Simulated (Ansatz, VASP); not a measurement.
# Two plane-wave programs on BeTe

File INCAR:

```
SYSTEM = BeTe
PREC     = Accurate       ! precision mode
ENCUT    = 600            ! plane-wave cutoff, eV
EDIFF    = 1E-6           ! SCF threshold, eV
ISMEAR   = 0              ! smearing method
SIGMA    = 0.02           ! smearing width, eV
LREAL    = .FALSE.        ! projectors in reciprocal space
LASPH    = .TRUE.         ! aspherical terms in the spheres
NELM     = 120            ! most SCF steps
ALGO     = Normal         ! electronic algorithm
ISIF     = 2              ! what is computed and relaxed
LWAVE    = .FALSE.        ! write WAVECAR
LCHARG   = .FALSE.        ! write CHGCAR
GGA      = PE             ! functional
NBANDS   = 11             ! bands
GGA_COMPAT= .FALSE.
```

The input KPOINTS:

```
regular mesh
0
G
  8 8 8
  0 0 0
```

POSCAR

```
BeTe
1.0
    0.0000000000      2.7740648181      2.7740648181
    2.7740648181      0.0000000000      2.7740648181
    2.7740648181      2.7740648181      0.0000000000
Be Te
1 1
Direct
    0.0000000000      0.0000000000      0.0000000000
    0.2500000000      0.2500000000      0.2500000000
```

Input for Ansatz:

```yaml
crystal:
  lattice:
    - [0.0, 2.7740648181, 2.7740648181]
    - [2.7740648181, 0.0, 2.7740648181]
    - [2.7740648181, 2.7740648181, 0.0]
  atoms:
    - { symbol: Be, position: [0.0, 0.0, 0.0] }
    - { symbol: Te, position: [0.25, 0.25, 0.25] }
basis:
  ecutwfc: 420
kpoints:
  mp_grid: { grid: [8, 8, 8] }
hamiltonian:
  xc: pbe
scf:
  occupations: { method: gaussian, width: 0.02 }
output:
  forces: true
  stress: true
  eigenvalues: true
  write_density: true
  write_potential: true
  elf: true
  volumetric_format: npy
```

Alike in both runs: task single point; functional PBE; k mesh 8 × 8 × 8; occupations gaussian, width 0.02 eV; no spin polarisation.

```csv
,VASP,Ansatz
version,VASP 6.6.1,Ansatz 0.2.0
potentials or method,"VASP PAW PBE potentials, release 64 (Be, Te), cutoff 600 eV","scalar-relativistic, plane waves, PAW"
valence electrons in the cell,8,18
```

```tsv
	VASP	Ansatz	Ansatz less VASP
gap on the k mesh at the Fermi level (eV)	1.86	1.88	+0.016
least direct gap on the mesh (eV)	3.57	3.59	+0.022
pressure (GPa)	4.1	4.0	-0.17
```

VASP's potentials hold 8 valence electrons a cell and Ansatz's 18, so a difference there can come from the potentials and not from the codes.

Neither program's run includes spin-orbit coupling.
